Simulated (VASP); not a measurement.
# TiO (P-62m) in VASP: further runs, part 2 of 2

VASP 6.6.1. The steps go on from the part before.

### Step 3. Single point, PBEsol (10.67 Å³/atom)

This run uses another cell than the first one, of 10.67 Å³/atom.

File INCAR:

```
SYSTEM = TiO
PREC = Accurate
ENCUT = 520
EDIFF = 1E-6
ISMEAR = 0
SIGMA = 0.1
LREAL = .FALSE.
LASPH = .TRUE.
NELM = 60
ALGO = Normal
ISIF = 2
LWAVE = .FALSE.
LCHARG = .FALSE.
GGA = PS
NBANDS = 36
```

File KPOINTS:

```
Automatic mesh
0
G
  12 12 12
  0 0 0
```

File POSCAR:

```
TiO
1.0
    5.0569111906      0.0000000000      0.0000000000
   -2.5284555953      4.3794135557      0.0000000000
    0.0000000000      0.0000000000      2.8901913987
Ti O
3 3
Direct
    0.6666666667      0.3333333333      0.5000000000
    0.3333333333      0.6666666667      0.5000000000
    0.0000000000      0.0000000000      0.0000000000
    0.6077998125      0.6077998125      0.0000000000
    0.3922001875      0.0000000000      0.0000000000
    0.0000000000      0.3922001875      0.0000000000
```

Potentials or basis: VASP PAW PBE potentials, release 64 (Ti_sv, O).

Run with:

```bash
> cat potpaw_PBE.64/Ti_sv/POTCAR potpaw_PBE.64/O/POTCAR > POTCAR
> mpirun -np 1 vasp_std > vasp.out
```

OUTCAR:

```text
SYSTEM = TiO
   PREC = Accurate
   ENCUT = 520
   EDIFF = 1E-6
   ISMEAR = 0
   LREAL = .FALSE.
   LASPH = .TRUE.
   NELM = 60
   ISIF = 2
   GGA = PS

 ion  position               nearest neighbor table
   1  0.667  0.333  0.500-   6 2.13   6 2.13   5 2.13   5 2.13   4 2.13   4 2.13   2 2.92   2 2.92
                             2 2.92
   2  0.333  0.667  0.500-   5 2.13   5 2.13   6 2.13   6 2.13   4 2.13   4 2.13   1 2.92   1 2.92
                             1 2.92
   3  0.000  0.000  0.000-   4 1.98   6 1.98   5 1.98
   4  0.608  0.608  0.000-   3 1.98   1 2.13   1 2.13   2 2.13   2 2.13
   5  0.392  0.000  0.000-   3 1.98   2 2.13   2 2.13   1 2.13   1 2.13
   6  0.000  0.392  0.000-   3 1.98   1 2.13   1 2.13   2 2.13   2 2.13

  LATTYP: Found a hexagonal cell.
 ALAT       =     5.0569111906
 C/A-ratio  =     0.5715329555

  Lattice vectors:

 A1 = (   5.0569111906,   0.0000000000,   0.0000000000)
 A2 = (  -2.5284555953,   4.3794135557,   0.0000000000)
 A3 = (   0.0000000000,   0.0000000000,   2.8901913987)

Analysis of symmetry for initial positions (statically):
=====================================================================
 Subroutine PRICEL returns:
 Original cell was already a primitive cell.

 Routine SETGRP: Setting up the symmetry group for a
 hexagonal supercell.

 Subroutine GETGRP returns: Found 12 space group operations
 (whereof 12 operations were pure point group operations)
 out of a pool of 24 trial point group operations.

The static configuration has the point symmetry D_3h.

Analysis of symmetry for dynamics (positions and initial velocities):
=====================================================================
 Subroutine PRICEL returns:
 Original cell was already a primitive cell.

 Routine SETGRP: Setting up the symmetry group for a
 hexagonal supercell.

 Subroutine GETGRP returns: Found 12 space group operations
 (whereof 12 operations were pure point group operations)
 out of a pool of 24 trial point group operations.

The dynamic configuration has the point symmetry D_3h.

 Subroutine INISYM returns: Found 12 space group operations
 (whereof 12 operations are pure point group operations),
 and found     1 'primitive' translations

----------------------------------------------------------------------------------------

                                     Primitive cell

  volume of cell :      64.0071

  direct lattice vectors                    reciprocal lattice vectors
     5.056911191  0.000000000  0.000000000     0.197749172  0.114170538  0.000000000
    -2.528455595  4.379413556  0.000000000     0.000000000  0.228341075  0.000000000
     0.000000000  0.000000000  2.890191399     0.000000000  0.000000000  0.345997847

  length of vectors
     5.056911191  5.056911191  2.890191399     0.228341075  0.228341075  0.345997847

  position of ions in fractional coordinates (direct lattice)
     0.666666667  0.333333333  0.500000000
     0.333333333  0.666666667  0.500000000
     0.000000000  0.000000000  0.000000000
     0.607799812  0.607799812  0.000000000
     0.392200188  0.000000000  0.000000000
     1.000000000  0.392200188  0.000000000

  ion indices of the primitive-cell ions
[... 36 lines left out ...]
  0.000000  0.000000  0.000000      1.000000
  0.083333  0.000000  0.000000      6.000000
  0.166667 -0.000000  0.000000      6.000000
  0.250000  0.000000  0.000000      6.000000
  0.333333  0.000000  0.000000      6.000000
  0.416667  0.000000  0.000000      6.000000
[... 16 lines left out ...]
  0.250000  0.000000  0.083333     12.000000
  0.333333  0.000000  0.083333     12.000000
 [... further k-points ...]
   k-points           NKPTS =    133   k-points in BZ     NKDIM =    133   number of bands    NBANDS=     36
   number of dos      NEDOS =    301   number of ions     NIONS =      6
   total plane-waves  NPLWV =  38400
   dimension x,y,z NGX =    40 NGY =   40 NGZ =   24
   dimension x,y,z NGXF=    80 NGYF=   80 NGZF=   48
   ions per type =               3   3
   NGX,Y,Z   is equivalent  to a cutoff of  13.15, 13.15, 13.80 a.u.
   NGXF,Y,Z  is equivalent  to a cutoff of  26.30, 26.30, 27.61 a.u.
 SYSTEM =  TiO
   PREC   = accura    normal or accurate (medium, high low for compatibility)
   ISTART =      0    job   : 0-new  1-cont  2-samecut
   ICHARG =      2    charge: 1-file 2-atom 10-const
   ISPIN  =      1    spin polarized calculation?
   LNONCOLLINEAR =      F non collinear calculations
   LSORBIT =      F    spin-orbit coupling
   LASPH  =      T    aspherical Exc in radial PAW
   ENCUT  =  520.0 eV  38.22 Ry    6.18 a.u.   9.40  9.40  5.37*2*pi/ulx,y,z
   NELM   =     60;   NELMIN=  2; NELMDL= -5     # of ELM steps
   EDIFF  = 0.1E-05   stopping-criterion for ELM
   LREAL  =      F    real-space projection
   EDIFFG = 0.1E-04   stopping-criterion for IOM
   NSW    =      0    number of steps for IOM
   IBRION =     -1    ionic relax: 0-MD 1-quasi-New 2-CG
   NFREE  =      0    steps in history (QN), initial steepest desc. (CG)
   ISIF   =      2    stress and relaxation
   ISYM   =      2    0-nonsym 1-usesym 2-fastsym
   POTIM  = 0.5000    time-step for ionic-motion
   TEBEG  =    0.0;   TEEND  =   0.0 temperature during run
   PSTRESS=    0.0 pullay stress
   NELECT =      54.0000    total number of electrons
   NUPDOWN=      -1.0000    fix difference up-down
   EMIN   =  10.00;   EMAX   =-10.00  energy-range for DOS
   EFERMI =   0.00;   METHOD = LEGACY
   ISMEAR =     0;   SIGMA  =   0.10  broadening in eV -4-tet -1-fermi 0-gaus
   EFERMI_NEDOS =   21; number of points for ismear=-14 and -15
   IALGO  =     38    algorithm
   IMIX   =      4    mixing-type and parameters
     AMIX     =   0.40;   BMIX     =  1.00
     AMIX_MAG =   1.60;   BMIX_MAG =  1.00
  volume/ion in A,a.u.               =      10.67        71.99
  Fermi-wavevector in a.u.,A,eV,Ry     =   1.546904  2.923225 32.557558  2.392913
  Thomas-Fermi vector in A             =   2.652074
   LORBIT       =      0    0 simple, 1 ext, 2 COOP (PROOUT), +10 PAW based schemes
   GGA     = PS    functional components
   LHFCALC =     F    Hartree Fock is set to
   AEXX    =    0.0000 exact exchange contribution
   IVDW    =     0    specifies the selected vdW correction
   LEPSILON=     F    determine dielectric tensor
   LRPA    =     F    only Hartree local field effects (RPA)
 non-spin polarized calculation
 Gauss-broadening in eV      SIGMA  =   0.10
  energy-cutoff  :      520.00
  volume of cell :       64.01
 maximum number of plane-waves:      1751
 NGX is ok and might be reduce to    40
   NGX = 19   NGY = 19   NGZ = 11

 number of electron      54.0000007 magnetization

 Free energy of the ion-electron system (eV)
  ---------------------------------------------------
  ext. energy  EPLUGINS =         0.00000000
  ---------------------------------------------------
  free energy    TOTEN  =       -56.74558179 eV

  energy without entropy =      -56.74182915  energy(sigma->0) =      -56.74370547

 E-fermi :  10.1456     XC(G=0): -12.5098

 val. band max:       10.1380209997   @ k =   0.1667  -0.0000   0.1667
 cond. band min:      10.1547940170   @ k =   0.1667   0.0833   0.4167
 fundamental gap:      0.0167730173
 Fermi energy:        10.1455559923

 k-point     1 :       0.0000    0.0000    0.0000
  band No.  band energies     occupation
      1     -47.9605      2.00000
      2     -47.8920      2.00000
      3     -47.4213      2.00000
      4     -24.4875      2.00000
      5     -24.4875      2.00000
      6     -24.2228      2.00000
[... 925 lines left out ...]
     35      11.9368      0.00000
     36      12.1687      0.00000

 [... further k-points ...]

------------------------ aborting loop because EDIFF is reached ----------------------------------------

  FORCE on cell =-STRESS in cart. coord.  units (eV):
  Direction    XX          YY          ZZ          XY          YZ          ZX
  --------------------------------------------------------------------------------------
  -------------------------------------------------------------------------------------
  Total       -4.5825517     -4.5825517     -4.6335389      0.0000000     -0.0000000      0.0000000
  in kB     -114.7070378   -114.7070378   -115.9833133      0.0000000     -0.0000000      0.0000000
  external PRESSURE =    -115.1324629 kB  Pullay stress =       0.0000000 kB

 VOLUME and BASIS-vectors are now :
 -----------------------------------------------------------------------------
  energy-cutoff  :      520.00
  volume of cell :       64.01
      direct lattice vectors                 reciprocal lattice vectors
     5.056911191  0.000000000  0.000000000     0.197749172  0.114170538  0.000000000
    -2.528455595  4.379413556  0.000000000     0.000000000  0.228341075  0.000000000
     0.000000000  0.000000000  2.890191399     0.000000000  0.000000000  0.345997847

 POSITION                                       TOTAL-FORCE (eV/Angst)
 -----------------------------------------------------------------------------------
      2.52846      1.45980      1.44510        -0.000000     -0.000000     -0.000000
     -0.00000      2.91961      1.44510        -0.000000     -0.000000     -0.000000
      0.00000      0.00000      0.00000        -0.000000     -0.000000     -0.000000
      1.53679      2.66181      0.00000        -0.005616     -0.009727     -0.000000
      1.98332      0.00000      0.00000         0.011232     -0.000000      0.000000
     -0.99166      1.71761      0.00000        -0.005616      0.009727     -0.000000
 -----------------------------------------------------------------------------------
    total drift:                                0.000000      0.000001      0.000001

  FREE ENERGIE OF THE ION-ELECTRON SYSTEM (eV)
  ---------------------------------------------------
  free  energy   TOTEN  =       -56.7455817933 eV

  energy  without entropy=      -56.7418291476  energy(sigma->0) =      -56.74370547
```

OSZICAR:

```text
N       E                     dE             d eps       ncg     rms          rms(c)
DAV:   1     0.767995251318E+03    0.76800E+03   -0.26978E+04  9600   0.187E+03
DAV:   2     0.564474133221E+02   -0.71155E+03   -0.68615E+03  9700   0.560E+02
DAV:   3    -0.599790243233E+02   -0.11643E+03   -0.11424E+03 14304   0.204E+02
DAV:   4    -0.671315067581E+02   -0.71525E+01   -0.71156E+01 14044   0.497E+01
DAV:   5    -0.675310361546E+02   -0.39953E+00   -0.39934E+00 14056   0.971E+00    0.266E+01
DAV:   6    -0.572539875991E+02    0.10277E+02   -0.74884E+01 14400   0.687E+01    0.987E+00
DAV:   7    -0.573252880415E+02   -0.71300E-01   -0.15459E+01 14616   0.254E+01    0.868E+00
DAV:   8    -0.567912011714E+02    0.53409E+00   -0.57926E+00 14676   0.113E+01    0.514E+00
DAV:   9    -0.567530484250E+02    0.38153E-01   -0.52349E-01 13152   0.524E+00    0.995E-01
DAV:  10    -0.567435397634E+02    0.95087E-02   -0.12797E-01 14104   0.256E+00    0.756E-01
DAV:  11    -0.567456409832E+02   -0.21012E-02   -0.71468E-03 13204   0.635E-01    0.128E-01
DAV:  12    -0.567455614100E+02    0.79573E-04   -0.16690E-03 13404   0.222E-01    0.571E-02
DAV:  13    -0.567455851851E+02   -0.23775E-04   -0.17071E-04 13088   0.959E-02    0.107E-02
DAV:  14    -0.567455820423E+02    0.31427E-05   -0.16451E-05 14268   0.320E-02    0.103E-02
DAV:  15    -0.567455817933E+02    0.24906E-06   -0.45476E-06 10860   0.151E-02
   1 F= -.56745582E+02 E0= -.56743705E+02  d E =-.375265E-02
```

Wall time 4.6 min (1 thread of AMD EPYC 7R13 (Zen 3), shared host); peak memory 0.32 GiB.

What came out:

| Property | Result |
| --- | --- |
| Free energy | -56.7456 eV |
| Pressure | -11.5 GPa |
| Largest force | 0.011 eV/Å |
| Band gap on the k mesh | zero (bands 27 and 28 overlap by 1.44 eV) |

Forces on the atoms (eV/Å):
```
Ti   0.000  0.000  0.000
Ti   0.000  0.000  0.000
Ti   0.000  0.000  0.000
O   -0.006 -0.010  0.000
O    0.011  0.000  0.000
O   -0.006  0.010  0.000
```

Caveat: the cell stands under tension; the PAW data sets were made with another functional, which shifts forces and pressure a little; semilocal functionals often make such compounds metallic where correlation or magnetic order opens a gap, which also shifts bond lengths.

### Step 4. Single point, PBEsol (11.07 Å³/atom)

This run uses another cell than the first one, of 11.07 Å³/atom.

File INCAR:

```
ALGO = Normal
EDIFF = 1E-6
ENCUT = 520
GGA = PS
ISIF = 2
ISMEAR = 0
LASPH = T
LCHARG = F
LREAL = F
LWAVE = F
NBANDS = 36
NELM = 80
PREC = Accurate
SIGMA = 0.1
```

File KPOINTS:

```
k-points
0
Gamma
  12 12 12
```

File POSCAR:

```
TiO
1.0
    5.1196562942      0.0000000000      0.0000000000
   -2.5598281471      4.4337524094      0.0000000000
    0.0000000000      0.0000000000      2.9261896225
Ti O
3 3
Direct
    0.6666666667      0.3333333333      0.5000000000
    0.3333333333      0.6666666667      0.5000000000
    0.0000000000      0.0000000000      0.0000000000
    0.6095644771      0.6095644771      0.0000000000
    0.3904355229      0.0000000000      0.0000000000
    0.0000000000      0.3904355229      0.0000000000
```

Run with:

```bash
> cat potpaw_PBE.64/Ti_sv/POTCAR potpaw_PBE.64/O/POTCAR > POTCAR
> mpirun -np 1 vasp_std > vasp.out
```

It took 4.6 min on 1 thread of AMD EPYC 7R13 (Zen 3), shared host; peak memory 0.33 GiB.

Results (log left out):

| Quantity | Value |
| --- | --- |
| Free energy | -56.5265 eV |
| Pressure | -17.7 GPa |
| Largest force | 0.012 eV/Å |
| Band gap on the k mesh | zero (bands 27 and 28 overlap by 1.36 eV) |

Forces on the atoms (eV/Å):
```
Ti   0.000  0.000  0.000
Ti   0.000  0.000  0.000
Ti   0.000  0.000  0.000
O   -0.006 -0.010  0.000
O    0.012  0.000  0.000
O   -0.006  0.010  0.000
```

Stress tensor (GPa, compression positive):
```
-17.70   0.00   0.00
  0.00 -17.70   0.00
  0.00   0.00 -17.84
```

Levels at points of the mesh, in eV from the Fermi level:
| k point | band 24 | band 25 | band 26 | band 27 | band 28 | band 29 | band 30 | band 31 |
| --- | --- | --- | --- | --- | --- | --- | --- | --- |
| (0.00, 0.00, 0.00) | -5.26 | -3.20 | -0.85 | -0.78 | -0.78 | 0.30 | 0.30 | 0.68 |
| (0.50, 0.00, 0.00) | -5.07 | -2.36 | -1.93 | -1.68 | 0.28 | 0.81 | 1.00 | 1.16 |
| (0.00, 0.00, 0.50) | -5.49 | -1.75 | -1.75 | 0.59 | 0.85 | 0.85 | 1.02 | 1.02 |
| (0.50, 0.00, 0.50) | -5.18 | -1.82 | -1.29 | -0.47 | 0.42 | 0.50 | 1.45 | 1.46 |

Caveat: the cell stands under tension; the PAW data sets were made with another functional, which shifts forces and pressure a little; semilocal functionals often make such compounds metallic where correlation or magnetic order opens a gap, which also shifts bond lengths.

### Step 5. Overview

| cell | gap on the mesh (eV) | pressure (GPa) | largest force (eV/Å) |
| --- | --- | --- | --- |
| a = 5.008, b = 5.008, c = 2.863 Å, angles 90.0, 90.0, 120.0°, 6 atoms, atomic positions A | none | -5.8 | 0.01 |
| a = 5.057, b = 5.057, c = 2.890 Å, angles 90.0, 90.0, 120.0°, 6 atoms, atomic positions B | none | -11.5 | 0.01 |
| a = 5.120, b = 5.120, c = 2.926 Å, angles 90.0, 90.0, 120.0°, 6 atoms, atomic positions C | none | -17.7 | 0.01 |

Alike in all rows: task single point; level PBEsol; potentials or basis VASP PAW PBE potentials, release 64 (Ti_sv, O); no spin polarisation; k mesh 12 × 12 × 12; cutoff (eV) 520; smearing gaussian 0.1 eV.

Caveats: the cell stands under tension; the PAW data sets were made with another functional, which shifts forces and pressure a little; semilocal functionals often make such compounds metallic where correlation or magnetic order opens a gap, which also shifts bond lengths.

Absolute energies hang on the potentials; compare differences alone.

The gap in the log of VASP goes by the Fermi energy; the results here count the filled bands.